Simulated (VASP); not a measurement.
# ZnO (P6_3mc) in VASP: a series of runs

The runs below take ZnO through single point, with PBE.

All numbers are computed with VASP 6.6.1; they aren't measurements. Logs are shortened: lines on timing, memory, paths and dates and some standing lists are left out, and cuts for length are marked.

## Step 1: The cell of the first run

The structure is hexagonal, space group P6_3mc (No. 186). Conventional cell: a = 3.237 Å, b = 3.237 Å, c = 5.222 Å, α = 90.00°, β = 90.00°, γ = 120.00°. Within 2.6 Å of Zn (site symmetry 3m) lie 4 O at 1.97 to 1.98 Å. O (site symmetry 3m) has 4 Zn at 1.97 to 1.98 Å within 2.6 Å.

## Step 2: Single point, PBE

The input, INCAR:

```
SYSTEM = ZnO
  ALGO = Normal
  EDIFF = 1E-6
  ENCUT = 520
  GGA = PE
  ISIF = 2
  ISMEAR = 0
  LASPH = .True.
  LCHARG = .False.
  LREAL = .False.
  LWAVE = .False.
  NBANDS = 26
  NELM = 80
  PREC = Accurate
  SIGMA = 0.1
```

The input, KPOINTS:

```
k-points
0
Gamma
  6 6 4
  0 0 0
```

The input, POSCAR:

```
ZnO
1.0
    3.2373510200      0.0000000000      0.0000000000
   -1.6186755100      2.8036282300      0.0000000000
    0.0000000000      0.0000000000      5.2220613000
Zn O
2 2
Direct
    0.6666666700      0.3333333300      0.5005917000
    0.3333333300      0.6666666700      0.0005917000
    0.6666666700      0.3333333300      0.8797183000
    0.3333333300      0.6666666700      0.3797183000
```

Potentials or basis: VASP PAW PBE potentials, release 64 (Zn, O).

Run with:

```console
$ cat potpaw_PBE.64/Zn/POTCAR potpaw_PBE.64/O/POTCAR > POTCAR
$ mpirun -np 1 vasp_std > vasp.out
```

OUTCAR:

```text
SYSTEM = ZnO
   EDIFF = 1E-6
   ENCUT = 520
   GGA = PE
   ISIF = 2
   ISMEAR = 0
   LASPH = .True.
   LREAL = .False.
   NELM = 80
   PREC = Accurate

 ion  position               nearest neighbor table
   1  0.667  0.333  0.501-   4 1.97   4 1.97   4 1.97   3 1.98
   2  0.333  0.667  0.001-   3 1.97   3 1.97   3 1.97   4 1.98
   3  0.667  0.333  0.880-   2 1.97   2 1.97   2 1.97   1 1.98
   4  0.333  0.667  0.380-   1 1.97   1 1.97   1 1.97   2 1.98

  LATTYP: Found a hexagonal cell.
 ALAT       =     3.2373510200
 C/A-ratio  =     1.6130661358

  Lattice vectors:

 A1 = (   3.2373510200,   0.0000000000,   0.0000000000)
 A2 = (  -1.6186755100,   2.8036282300,   0.0000000000)
 A3 = (   0.0000000000,   0.0000000000,   5.2220613000)

Analysis of symmetry for initial positions (statically):
=====================================================================
 Subroutine PRICEL returns:
 Original cell was already a primitive cell.

 Routine SETGRP: Setting up the symmetry group for a
 hexagonal supercell.

 Subroutine GETGRP returns: Found 12 space group operations
 (whereof  6 operations were pure point group operations)
 out of a pool of 24 trial point group operations.

The static configuration has the point symmetry C_3v.
 The point group associated with its full space group is C_6v.

Analysis of symmetry for dynamics (positions and initial velocities):
=====================================================================
 Subroutine PRICEL returns:
 Original cell was already a primitive cell.

 Routine SETGRP: Setting up the symmetry group for a
 hexagonal supercell.

 Subroutine GETGRP returns: Found 12 space group operations
 (whereof  6 operations were pure point group operations)
 out of a pool of 24 trial point group operations.

The dynamic configuration has the point symmetry C_3v.
 The point group associated with its full space group is C_6v.

 Subroutine INISYM returns: Found 12 space group operations
 (whereof  6 operations are pure point group operations),
 and found     1 'primitive' translations

[... 87 lines left out ...]
   ICHARG =      2    charge: 1-file 2-atom 10-const
   ISPIN  =      1    spin polarized calculation?
   LNONCOLLINEAR =      F non collinear calculations
   LSORBIT =      F    spin-orbit coupling
   LASPH  =      T    aspherical Exc in radial PAW
   ENCUT  =  520.0 eV  38.22 Ry    6.18 a.u.   6.02  6.02  9.71*2*pi/ulx,y,z
   NELM   =     80;   NELMIN=  2; NELMDL= -5     # of ELM steps
   EDIFF  = 0.1E-05   stopping-criterion for ELM
   LREAL  =      F    real-space projection
   EDIFFG = 0.1E-04   stopping-criterion for IOM
   NSW    =      0    number of steps for IOM
   IBRION =     -1    ionic relax: 0-MD 1-quasi-New 2-CG
   NFREE  =      0    steps in history (QN), initial steepest desc. (CG)
   ISIF   =      2    stress and relaxation
   ISYM   =      2    0-nonsym 1-usesym 2-fastsym
   POTIM  = 0.5000    time-step for ionic-motion
   TEBEG  =    0.0;   TEEND  =   0.0 temperature during run
   PSTRESS=    0.0 pullay stress
   NELECT =      36.0000    total number of electrons
   NUPDOWN=      -1.0000    fix difference up-down
   EMIN   =  10.00;   EMAX   =-10.00  energy-range for DOS
   EFERMI =   0.00;   METHOD = LEGACY
   ISMEAR =     0;   SIGMA  =   0.10  broadening in eV -4-tet -1-fermi 0-gaus
   EFERMI_NEDOS =   21; number of points for ismear=-14 and -15
   IALGO  =     38    algorithm
   IMIX   =      4    mixing-type and parameters
     AMIX     =   0.40;   BMIX     =  1.00
     AMIX_MAG =   1.60;   BMIX_MAG =  1.00
  volume/ion in A,a.u.               =      11.85        79.96
  Fermi-wavevector in a.u.,A,eV,Ry     =   1.493682  2.822650 30.355784  2.231087
  Thomas-Fermi vector in A             =   2.606052
   LORBIT       =      0    0 simple, 1 ext, 2 COOP (PROOUT), +10 PAW based schemes
   GGA     = PE    functional components
   LHFCALC =     F    Hartree Fock is set to
   AEXX    =    0.0000 exact exchange contribution
   IVDW    =     0    specifies the selected vdW correction
   LEPSILON=     F    determine dielectric tensor
   LRPA    =     F    only Hartree local field effects (RPA)
 non-spin polarized calculation
 Gauss-broadening in eV      SIGMA  =   0.10
  energy-cutoff  :      520.00
  volume of cell :       47.40
 maximum number of plane-waves:      1314
   NGX = 13   NGY = 13   NGZ = 19

 number of electron      36.0000020 magnetization

 Free energy of the ion-electron system (eV)
  ---------------------------------------------------
  ext. energy  EPLUGINS =         0.00000000
  ---------------------------------------------------
  free energy    TOTEN  =       -17.81322862 eV

  energy without entropy =      -17.81322862  energy(sigma->0) =      -17.81322862

 E-fermi :   1.6457     XC(G=0): -10.9339

 val. band max:        1.2486922566   @ k =   0.0000   0.0000   0.0000
 cond. band min:       2.0341881633   @ k =   0.0000   0.0000   0.0000
 fundamental gap:      0.7854959067
 Fermi energy:         1.6457381341

 k-point     1 :       0.0000    0.0000    0.0000
  band No.  band energies     occupation
      1     -16.8816      2.00000
      2     -16.1545      2.00000
      3      -4.4726      2.00000
      4      -4.4726      2.00000
      5      -4.4336      2.00000
      6      -4.4279      2.00000
[... 598 lines left out ...]
     25      16.9538      0.00000
     26      16.9538      0.00000

------------------------ aborting loop because EDIFF is reached ----------------------------------------

  FORCE on cell =-STRESS in cart. coord.  units (eV):
  Direction    XX          YY          ZZ          XY          YZ          ZX
  --------------------------------------------------------------------------------------
  -------------------------------------------------------------------------------------
  Total        1.9672307      1.9672307      1.9779705      0.0000000      0.0000000      0.0000000
  in kB       66.4987818     66.4987821     66.8618218      0.0000000      0.0000000      0.0000000
  external PRESSURE =      66.6197952 kB  Pullay stress =       0.0000000 kB

 VOLUME and BASIS-vectors are now :
 -----------------------------------------------------------------------------
  energy-cutoff  :      520.00
  volume of cell :       47.40
      direct lattice vectors                 reciprocal lattice vectors
     3.237351020  0.000000000  0.000000000     0.308894523  0.178340336  0.000000000
    -1.618675510  2.803628230  0.000000000     0.000000000  0.356680672  0.000000000
     0.000000000  0.000000000  5.222061300     0.000000000  0.000000000  0.191495263

 POSITION                                       TOTAL-FORCE (eV/Angst)
 -----------------------------------------------------------------------------------
      1.61868      0.93454      2.61412         0.000000      0.000000     -0.001387
     -0.00000      1.86909      0.00309        -0.000000      0.000000     -0.001387
      1.61868      0.93454      4.59394        -0.000000      0.000000      0.001387
     -0.00000      1.86909      1.98291         0.000000     -0.000000      0.001387
 -----------------------------------------------------------------------------------
    total drift:                               -0.000016      0.000009      0.001142

  FREE ENERGIE OF THE ION-ELECTRON SYSTEM (eV)
  ---------------------------------------------------
  free  energy   TOTEN  =       -17.8132286193 eV

  energy  without entropy=      -17.8132286191  energy(sigma->0) =      -17.81322862
```

stdout:

```text
POSCAR found type information on POSCAR ZnO
 POSCAR found :  2 types and       4 ions
 scaLAPACK will be used
 LDA part: xc-table for (Slater+PW92), standard interpolation
 POSCAR, INCAR and KPOINTS ok, starting setup
 FFT: planning ... GRIDC
 FFT: planning ... GRID_SOFT
 FFT: planning ... GRID
 WAVECAR not read
 entering main loop
```

Wall time 10 s (1 thread of Intel Xeon 6975P-C (Granite Rapids), shared host); peak memory 0.16 GiB.

Results:

```
Free energy            : -17.8132 eV
Pressure               : 6.7 GPa
Band gap on the k mesh : 0.79 eV, direct
```

Levels at points of the mesh, in eV from the valence-band top:
```tsv
k point	band 15	band 16	band 17	band 18	band 19	band 20	band 21	band 22
(0.00, 0.00, 0.00)	-0.80	-0.09	0.00	0.00	0.79	5.24	8.21	12.92
(0.50, 0.00, 0.00)	-2.84	-2.28	-1.30	-0.84	5.79	6.87	7.58	8.54
(0.00, 0.00, 0.50)	-0.39	-0.39	-0.39	-0.39	3.46	3.46	10.08	10.08
(0.50, 0.00, 0.50)	-1.52	-1.52	-1.39	-1.39	5.71	5.71	8.45	8.45
```

PBE gaps usually lie below the measured ones, often by a third to a half.

## Step 3: Single point, PBE

This run uses another cell than the first one, of 12.32 Å³/atom, 1.040 times its volume.

The input, INCAR:

```
PREC = Accurate
ENCUT = 520
EDIFF = 1E-7
ISMEAR = 0
SIGMA = 0.01
LREAL = False
LASPH = True
NELM = 60
ALGO = Normal
ISIF = 2
LWAVE = False
LCHARG = False
GGA = PE
NBANDS = 26
```

The input, KPOINTS:

```
Automatic mesh
0
Gamma
  12 12 6
```

The input, POSCAR:

```
ZnO
1.0
    3.2793907131      0.0000000000      0.0000000000
   -1.6396953566      2.8400356665      0.0000000000
    0.0000000000      0.0000000000      5.2932332491
Zn O
2 2
Direct
    0.6666666667      0.3333333333      0.5006044158
    0.3333333333      0.6666666667      0.0006044158
    0.6666666667      0.3333333333      0.8797055842
    0.3333333333      0.6666666667      0.3797055842
```

Potentials or basis: VASP PAW PBE potentials, release 64 (Zn, O).

Run with:

```console
$ cat potpaw_PBE.64/Zn/POTCAR potpaw_PBE.64/O/POTCAR > POTCAR
$ mpirun -np 1 vasp_std > vasp.out
```

OUTCAR:

```text
PREC = Accurate
   ENCUT = 520
   EDIFF = 1E-7
   ISMEAR = 0
   LREAL = False
   LASPH = True
   NELM = 60
   ISIF = 2
   GGA = PE

 ion  position               nearest neighbor table
   1  0.667  0.333  0.501-   4 2.00   4 2.00   4 2.00   3 2.01
   2  0.333  0.667  0.001-   3 2.00   3 2.00   3 2.00   4 2.01
   3  0.667  0.333  0.880-   2 2.00   2 2.00   2 2.00   1 2.01
   4  0.333  0.667  0.380-   1 2.00   1 2.00   1 2.00   2 2.01

  LATTYP: Found a hexagonal cell.
[... 896 lines left out ...]
  FORCE on cell =-STRESS in cart. coord.  units (eV):
  Direction    XX          YY          ZZ          XY          YZ          ZX
  --------------------------------------------------------------------------------------
  -------------------------------------------------------------------------------------
  Total        0.2832742      0.2832742      0.2821106     -0.0000000     -0.0000000      0.0000000
  in kB        9.2061821      9.2061821      9.1683681     -0.0000000     -0.0000000      0.0000000
  external PRESSURE =       9.1935775 kB  Pullay stress =       0.0000000 kB

 VOLUME and BASIS-vectors are now :
 -----------------------------------------------------------------------------
  energy-cutoff  :      520.00
  volume of cell :       49.30
      direct lattice vectors                 reciprocal lattice vectors
     3.279390713  0.000000000  0.000000000     0.304934693  0.176054127  0.000000000
    -1.639695357  2.840035666  0.000000000     0.000000000  0.352108254  0.000000000
     0.000000000  0.000000000  5.293233249     0.000000000  0.000000000  0.188920449

 POSITION                                       TOTAL-FORCE (eV/Angst)
 -----------------------------------------------------------------------------------
      1.63970      0.94668      2.64982        -0.000000      0.000000      0.001398
     -0.00000      1.89336      0.00320         0.000000     -0.000000      0.001398
      1.63970      0.94668      4.65649        -0.000000      0.000000     -0.001398
     -0.00000      1.89336      2.00987         0.000000      0.000000     -0.001398
 -----------------------------------------------------------------------------------
    total drift:                               -0.000001     -0.000001     -0.001021

  FREE ENERGIE OF THE ION-ELECTRON SYSTEM (eV)
  ---------------------------------------------------
  free  energy   TOTEN  =       -17.8609569615 eV

  energy  without entropy=      -17.8609569615  energy(sigma->0) =      -17.86095696
```

Wall time 31 s (1 thread of Intel Xeon 6975P-C (Granite Rapids), shared host); peak memory 0.21 GiB.

What came out:

```
Free energy            : -17.8610 eV
Pressure               : 0.9 GPa
Band gap on the k mesh : 0.73 eV, direct
```

Levels at points of the mesh, in eV from the valence-band top:
| k point | band 16 | band 17 | band 18 | band 19 | band 20 | band 21 |
| --- | --- | --- | --- | --- | --- | --- |
| (0.00, 0.00, 0.00) | -0.08 | 0.00 | 0.00 | 0.73 | 5.09 | 8.07 |
| (0.50, 0.00, 0.00) | -2.15 | -1.23 | -0.79 | 5.62 | 6.82 | 7.52 |
| (0.00, 0.00, 0.50) | -0.37 | -0.37 | -0.37 | 3.36 | 3.36 | 9.91 |
| (0.50, 0.00, 0.50) | -1.43 | -1.32 | -1.32 | 5.64 | 5.64 | 8.23 |
